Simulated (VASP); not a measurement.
# SnSe2 (P-3m1) in VASP: a series of runs

The runs below take SnSe2 through single point, relaxation of cell and atoms, with LDA.

Everything below comes from runs of VASP 6.6.1. Logs are shortened: lines on timing, memory, paths and dates and some standing lists are left out, and cuts for length are marked.

### Step 1. The cell of the first run

The structure is trigonal, space group P-3m1 (No. 164). Conventional cell: a = 3.799 Å, b = 3.799 Å, c = 5.898 Å, α = 90.00°, β = 90.00°, γ = 120.00°. Within 3.6 Å of Sn (site symmetry -3m) lie 6 Se at 2.70 Å. Within 3.6 Å of Se (site symmetry 3m) lie 3 Sn at 2.70 Å and 3 Se at 3.51 Å.

### Step 2. Single point, LDA

Contents of INCAR:

```
SYSTEM = SnSe2
PREC     = Accurate       ! precision mode
ENCUT    = 520            ! plane-wave cutoff, eV
EDIFF    = 1E-7           ! SCF threshold, eV
ISMEAR   = 0              ! smearing method
SIGMA    = 0.02           ! smearing width, eV
LREAL    = .FALSE.        ! projectors in reciprocal space
LASPH    = .TRUE.         ! aspherical terms in the spheres
NELM     = 60             ! most SCF steps
ALGO     = Normal         ! electronic algorithm
ISIF     = 2              ! what is computed and relaxed
LWAVE    = .FALSE.        ! write WAVECAR
LCHARG   = .FALSE.        ! write CHGCAR
NBANDS   = 20             ! bands
```

Contents of KPOINTS:

```
Automatic mesh
0
G
  12 12 6
  0 0 0
```

Contents of POSCAR:

```
SnSe2
1.0
    3.7991271163      0.0000000000      0.0000000000
   -1.8995635581      3.2901405949      0.0000000000
    0.0000000000      0.0000000000      5.8978384660
Sn Se
1 2
Direct
    0.0000000000      0.0000000000      0.0000000000
    0.3333333333      0.6666666667      0.2673996099
    0.6666666667      0.3333333333      0.7326003901
```

Potentials or basis: VASP PAW LDA potentials, release 64 (Sn_d, Se).

Run with:

```
> cat potpaw_LDA.64/Sn_d/POTCAR potpaw_LDA.64/Se/POTCAR > POTCAR
> mpirun -np 1 vasp_std > vasp.out
```

OUTCAR:

```text
SYSTEM = SnSe2
   PREC = Accurate
   ENCUT = 520
   EDIFF = 1E-7
   ISMEAR = 0
   LREAL = .FALSE.
   LASPH = .TRUE.
   NELM = 60
   ISIF = 2

 ion  position               nearest neighbor table
   1  0.000  0.000  0.000-   2 2.70   3 2.70   2 2.70   3 2.70   3 2.70   2 2.70
   2  0.333  0.667  0.267-   1 2.70   1 2.70   1 2.70
   3  0.667  0.333  0.733-   1 2.70   1 2.70   1 2.70

  LATTYP: Found a hexagonal cell.
 ALAT       =     3.7991271163
 C/A-ratio  =     1.5524193546

  Lattice vectors:

 A1 = (   3.7991271163,   0.0000000000,   0.0000000000)
 A2 = (  -1.8995635581,   3.2901405949,   0.0000000000)
 A3 = (   0.0000000000,   0.0000000000,   5.8978384660)

Analysis of symmetry for initial positions (statically):
=====================================================================
 Subroutine PRICEL returns:
 Original cell was already a primitive cell.

 Routine SETGRP: Setting up the symmetry group for a
 hexagonal supercell.

 Subroutine GETGRP returns: Found 12 space group operations
 (whereof 12 operations were pure point group operations)
 out of a pool of 24 trial point group operations.

The static configuration has the point symmetry D_3d.

Analysis of symmetry for dynamics (positions and initial velocities):
=====================================================================
 Subroutine PRICEL returns:
 Original cell was already a primitive cell.

 Routine SETGRP: Setting up the symmetry group for a
 hexagonal supercell.

 Subroutine GETGRP returns: Found 12 space group operations
 (whereof 12 operations were pure point group operations)
 out of a pool of 24 trial point group operations.

The dynamic configuration has the point symmetry D_3d.

 Subroutine INISYM returns: Found 12 space group operations
 (whereof 12 operations are pure point group operations),
 and found     1 'primitive' translations

----------------------------------------------------------------------------------------

                                     Primitive cell

  volume of cell :      73.7210

  direct lattice vectors                    reciprocal lattice vectors
     3.799127116  0.000000000  0.000000000     0.263218358  0.151969190  0.000000000
    -1.899563558  3.290140595  0.000000000     0.000000000  0.303938379  0.000000000
     0.000000000  0.000000000  5.897838466     0.000000000  0.000000000  0.169553643

  length of vectors
     3.799127116  3.799127116  5.897838466     0.303938379  0.303938379  0.169553643

  position of ions in fractional coordinates (direct lattice)
     0.000000000  0.000000000  0.000000000
     0.333333333  0.666666667  0.267399610
     0.666666667  0.333333333  0.732600390

  ion indices of the primitive-cell ions
   primitive index   ion index
                 1           1
                 2           2
                 3           3

----------------------------------------------------------------------------------------

 KPOINTS: Automatic mesh

Automatic generation of k-mesh.
 Grid dimensions read from file:
 generate k-points for:   12   12    6

 Generating k-lattice:

  Cartesian coordinates                     Fractional coordinates (reciprocal lattice)
     0.021934863  0.012664099  0.000000000     0.083333333 -0.000000000  0.000000000
     0.000000000  0.025328198  0.000000000     0.000000000  0.083333333  0.000000000
     0.000000000  0.000000000  0.028258941     0.000000000  0.000000000  0.166666667

  Length of vectors
     0.025328198  0.025328198  0.028258941

  Shift w.r.t. Gamma in fractional coordinates (k-lattice)
     0.000000000  0.000000000  0.000000000

 Subroutine IBZKPT returns following result:
 ===========================================

 Found    100 irreducible k-points:

 Following reciprocal coordinates:
            Coordinates               Weight
  0.000000  0.000000  0.000000      1.000000
  0.083333  0.000000  0.000000      6.000000
  0.166667  0.000000  0.000000      6.000000
  0.250000  0.000000  0.000000      6.000000
  0.333333  0.000000  0.000000      6.000000
  0.416667 -0.000000  0.000000      6.000000
[... 16 lines left out ...]
  0.166667  0.000000  0.166667      6.000000
  0.000000  0.166667  0.166667      6.000000
 [... further k-points ...]
   k-points           NKPTS =    100   k-points in BZ     NKDIM =    100   number of bands    NBANDS=     20
   number of dos      NEDOS =    301   number of ions     NIONS =      3
   total plane-waves  NPLWV =  37632
   dimension x,y,z NGX =    28 NGY =   28 NGZ =   48
   dimension x,y,z NGXF=    56 NGYF=   56 NGZF=   96
   ions per type =               1   2
   NGX,Y,Z   is equivalent  to a cutoff of  12.25, 12.25, 13.53 a.u.
   NGXF,Y,Z  is equivalent  to a cutoff of  24.51, 24.51, 27.06 a.u.
 SYSTEM =  SnSe2
   PREC   = accura    normal or accurate (medium, high low for compatibility)
   ISTART =      0    job   : 0-new  1-cont  2-samecut
   ICHARG =      2    charge: 1-file 2-atom 10-const
   ISPIN  =      1    spin polarized calculation?
   LNONCOLLINEAR =      F non collinear calculations
   LSORBIT =      F    spin-orbit coupling
   LASPH  =      T    aspherical Exc in radial PAW
   ENCUT  =  520.0 eV  38.22 Ry    6.18 a.u.   7.06  7.06 10.97*2*pi/ulx,y,z
   NELM   =     60;   NELMIN=  2; NELMDL= -5     # of ELM steps
   EDIFF  = 0.1E-06   stopping-criterion for ELM
   LREAL  =      F    real-space projection
   EDIFFG = 0.1E-05   stopping-criterion for IOM
   NSW    =      0    number of steps for IOM
   IBRION =     -1    ionic relax: 0-MD 1-quasi-New 2-CG
   NFREE  =      0    steps in history (QN), initial steepest desc. (CG)
   ISIF   =      2    stress and relaxation
   ISYM   =      2    0-nonsym 1-usesym 2-fastsym
   POTIM  = 0.5000    time-step for ionic-motion
   TEBEG  =    0.0;   TEEND  =   0.0 temperature during run
   PSTRESS=    0.0 pullay stress
   NELECT =      26.0000    total number of electrons
   NUPDOWN=      -1.0000    fix difference up-down
   EMIN   =  10.00;   EMAX   =-10.00  energy-range for DOS
   EFERMI =   0.00;   METHOD = LEGACY
   ISMEAR =     0;   SIGMA  =   0.02  broadening in eV -4-tet -1-fermi 0-gaus
   EFERMI_NEDOS =   21; number of points for ismear=-14 and -15
   IALGO  =     38    algorithm
   IMIX   =      4    mixing-type and parameters
     AMIX     =   0.40;   BMIX     =  1.00
     AMIX_MAG =   1.60;   BMIX_MAG =  1.00
  volume/ion in A,a.u.               =      24.57       165.83
  Fermi-wavevector in a.u.,A,eV,Ry     =   1.156651  2.185753 18.202430  1.337841
  Thomas-Fermi vector in A             =   2.293269
   LORBIT       =      0    0 simple, 1 ext, 2 COOP (PROOUT), +10 PAW based schemes
   GGA     = CA    functional components
   LHFCALC =     F    Hartree Fock is set to
   AEXX    =    0.0000 exact exchange contribution
   IVDW    =     0    specifies the selected vdW correction
   LEPSILON=     F    determine dielectric tensor
   LRPA    =     F    only Hartree local field effects (RPA)
 non-spin polarized calculation
 Gauss-broadening in eV      SIGMA  =   0.02
  energy-cutoff  :      520.00
  volume of cell :       73.72
 maximum number of plane-waves:      2004
   NGX = 15   NGY = 15   NGZ = 21

 number of electron      25.9999995 magnetization

 Free energy of the ion-electron system (eV)
  ---------------------------------------------------
  ext. energy  EPLUGINS =         0.00000000
  ---------------------------------------------------
  free energy    TOTEN  =       -13.79443380 eV

  energy without entropy =      -13.79443380  energy(sigma->0) =      -13.79443380

 E-fermi :   4.9876     XC(G=0): -10.0611

 val. band max:        4.8869247182   @ k =   0.0833   0.0833   0.0000
 cond. band min:       5.0707697342   @ k =   0.0000   0.4167   0.3333
 fundamental gap:      0.1838450160
 Fermi energy:         4.9876174903

 k-point     1 :       0.0000    0.0000    0.0000
  band No.  band energies     occupation
      1     -16.5504      2.00000
      2     -16.5504      2.00000
      3     -16.5078      2.00000
      4     -16.4948      2.00000
      5     -16.4948      2.00000
      6      -9.4330      2.00000
[... 12 lines left out ...]
     19      13.7277      0.00000
     20      13.7277      0.00000

 k-point     2 :       0.0833    0.0000    0.0000
  band No.  band energies     occupation
      1     -16.5535      2.00000
      2     -16.5476      2.00000
      3     -16.5058      2.00000
      4     -16.4967      2.00000
      5     -16.4945      2.00000
      6      -9.3629      2.00000
[... 12 lines left out ...]
     19      12.9900      0.00000
     20      13.7607      0.00000

 k-point     3 :       0.1667    0.0000    0.0000
  band No.  band energies     occupation
      1     -16.5631      2.00000
      2     -16.5408      2.00000
      3     -16.5035      2.00000
      4     -16.4976      2.00000
      5     -16.4929      2.00000
      6      -9.1569      2.00000
[... 12 lines left out ...]
     19      12.5972      0.00000
     20      13.8135      0.00000

 k-point     4 :       0.2500    0.0000    0.0000
  band No.  band energies     occupation
      1     -16.5774      2.00000
      2     -16.5337      2.00000
      3     -16.5090      2.00000
      4     -16.4891      2.00000
      5     -16.4886      2.00000
      6      -8.8300      2.00000
[... 12 lines left out ...]
     19      12.6957      0.00000
     20      14.2452      0.00000

 k-point     5 :       0.3333    0.0000    0.0000
  band No.  band energies     occupation
      1     -16.5924      2.00000
      2     -16.5293      2.00000
      3     -16.5146      2.00000
      4     -16.4814      2.00000
      5     -16.4798      2.00000
      6      -8.4168      2.00000
[... 12 lines left out ...]
     19      13.5530      0.00000
     20      14.9054      0.00000
[... 353 lines left out ...]
      6      -9.2995      2.00000
[... 12 lines left out ...]
     19      13.0490      0.00000
     20      13.7603      0.00000

 k-point    22 :       0.0000    0.0833    0.1667
  band No.  band energies     occupation
      1     -16.5535      2.00000
      2     -16.5476      2.00000
      3     -16.5057      2.00000
      4     -16.4967      2.00000
      5     -16.4945      2.00000
      6      -9.2994      2.00000
[... 12 lines left out ...]
     19      12.9354      0.00000
     20      13.3132      0.00000

 k-point    23 :       0.1667    0.0000    0.1667
  band No.  band energies     occupation
      1     -16.5632      2.00000
      2     -16.5408      2.00000
      3     -16.5035      2.00000
      4     -16.4976      2.00000
      5     -16.4929      2.00000
      6      -9.0950      2.00000
[... 12 lines left out ...]
     19      13.0458      0.00000
     20      13.5215      0.00000

 k-point    24 :       0.0000    0.1667    0.1667
  band No.  band energies     occupation
      1     -16.5631      2.00000
      2     -16.5408      2.00000
      3     -16.5036      2.00000
      4     -16.4976      2.00000
      5     -16.4929      2.00000
      6      -9.0944      2.00000
[... 12 lines left out ...]
     19      12.4446      0.00000
     20      13.4350      0.00000

 [... further k-points ...]
[... 5 lines left out ...]
  --------------------------------------------------------------------------------------
  -------------------------------------------------------------------------------------
  Total        0.0905836      0.0905836      0.0845465      0.0000000      0.0000000      0.0000000
  in kB        1.9686519      1.9686519      1.8374475      0.0000000      0.0000000      0.0000000
  external PRESSURE =       1.9249171 kB  Pullay stress =       0.0000000 kB

 VOLUME and BASIS-vectors are now :
 -----------------------------------------------------------------------------
  energy-cutoff  :      520.00
  volume of cell :       73.72
      direct lattice vectors                 reciprocal lattice vectors
     3.799127116  0.000000000  0.000000000     0.263218358  0.151969190  0.000000000
    -1.899563558  3.290140595  0.000000000     0.000000000  0.303938379  0.000000000
     0.000000000  0.000000000  5.897838466     0.000000000  0.000000000  0.169553643

 POSITION                                       TOTAL-FORCE (eV/Angst)
 -----------------------------------------------------------------------------------
      0.00000      0.00000      0.00000         0.000000      0.000000      0.000000
     -0.00000      2.19343      1.57708         0.000000     -0.000000      0.026966
      1.89956      1.09671      4.32076        -0.000000      0.000000     -0.026966
 -----------------------------------------------------------------------------------
    total drift:                                0.000000     -0.000000     -0.000000

  FREE ENERGIE OF THE ION-ELECTRON SYSTEM (eV)
  ---------------------------------------------------
  free  energy   TOTEN  =       -13.7944338028 eV

  energy  without entropy=      -13.7944338028  energy(sigma->0) =      -13.79443380
```

Run time: 67 s. Hardware: 1 thread of AMD EPYC 9R45 (Zen 5), shared host; peak memory 0.23 GiB.

What came out:

```yaml
Free_energy: -13.7944 eV
Pressure: 0.2 GPa
Largest_force: 0.027 eV/Å
Band_gap_on_the_k_mesh: 0.18 eV, indirect (least direct gap 0.71 eV)
```

Forces in eV/Å, atoms in the order of the input:
```
Sn   0.000  0.000  0.000
Se   0.000  0.000  0.027
Se   0.000  0.000 -0.027
```

Caveat: spin-orbit coupling is left out, which moves the levels of the heavy elements.

### Step 3. Relaxation of cell and atoms, LDA

This run uses another cell than the first one, of 25.57 Å³/atom, 1.041 times its volume.

Contents of INCAR:

```
SYSTEM = SnSe2
PREC = Accurate
ENCUT = 600
EDIFF = 1E-6
ISMEAR = 0
SIGMA = 0.02
LREAL = .FALSE.
LASPH = .TRUE.
NELM = 100
ALGO = Normal
ISIF = 3
LWAVE = .FALSE.
LCHARG = .FALSE.
IBRION = 2
NSW = 70
EDIFFG = -0.005
```

Contents of KPOINTS:

```
regular mesh
0
G
  12 12 6
  0 0 0
```

Contents of POSCAR:

```
SnSe2
1.0
    3.8388190863      0.0000000000      0.0000000000
   -1.9194095431      3.3245148493      0.0000000000
    0.0000000000      0.0000000000      6.0109858297
Sn Se
1 2
Direct
    0.0000000000      0.0000000000      0.0000000000
    0.3333333333      0.6666666667      0.2651136447
    0.6666666667      0.3333333333      0.7348863553
```

Potentials or basis: VASP PAW LDA potentials, release 64 (Sn_d, Se).

Run with:

```
> cat potpaw_LDA.64/Sn_d/POTCAR potpaw_LDA.64/Se/POTCAR > POTCAR
> mpirun -np 1 vasp_std > vasp.out
```

Wall time 8.3 min (1 thread of AMD EPYC 9R45 (Zen 5), shared host); peak memory 0.28 GiB.

The run converged. Its results:

```
Free energy                            : -13.7947 eV
Relaxed volume                         : 24.63 Å³/atom
Relaxed cell                           : a = 3.803 Å, b = 3.803 Å, c = 5.899 Å, α = 90.00°, β = 90.00°, γ = 120.00°
Space group after relaxing (to 0.05 Å) : P-3m1 (No. 164)
Energy gained by relaxing              : 5.4 meV/atom
Ionic steps                            : 15
Pressure after relaxing                : 0.0 GPa
Band gap on the k mesh                 : 0.18 eV, indirect (least direct gap 0.69 eV)
```

Step by step:
```tsv
step	energy change (eV)	largest force (eV/Å)	pressure (GPa)	volume (Å³)
1	0.0000	0.2072	-2.10	76.71
2	-0.0052	0.2915	1.78	73.06
3	-0.0151	0.0594	-0.04	74.65
4	-0.0151	0.0539	-0.11	74.69
5	-0.0154	0.0356	-0.09	74.58
6	-0.0156	0.0084	-0.06	74.41
7	-0.0157	0.0217	0.06	74.24
8	-0.0158	0.0351	0.17	74.07
9	-0.0159	0.0333	0.17	74.05
10	-0.0160	0.0270	0.14	74.01
11	-0.0162	0.0148	0.05	73.92
12	-0.0162	0.0103	0.02	73.89
13	-0.0162	0.0047	-0.02	73.91
14	-0.0162	0.0020	-0.03	73.92
15	-0.0162	0.0013	-0.01	73.90
```

Final structure:
```yaml
crystal:
  lattice:
    - [3.80349, 0.00000, 0.00000]
    - [-1.90175, 3.29392, 0.00000]
    - [0.00000, 0.00000, 5.89885]
  atoms:
    - { symbol: Sn, position: [0.00000, 0.00000, 0.00000] }
    - { symbol: Se, position: [0.33333, 0.66667, 0.26761] }
    - { symbol: Se, position: [0.66667, 0.33333, 0.73239] }
```

Levels at points of the mesh, in eV from the valence-band top:
```
           k point  band 11  band 12  band 13  band 14  band 15  band 16
(0.00, 0.00, 0.00)    -0.68    -0.68    -0.14     0.55     2.70     4.36
(0.50, 0.00, 0.00)    -2.91    -1.96    -0.45     1.03     3.29     4.71
(0.00, 0.00, 0.50)    -1.04    -0.38    -0.38     2.37     2.56     3.91
(0.50, 0.00, 0.50)    -2.19    -1.30    -1.17     0.51     3.66     4.33
```

Caveat: spin-orbit coupling is left out, which moves the levels of the heavy elements. LDA usually gives volumes a few per cent too small.
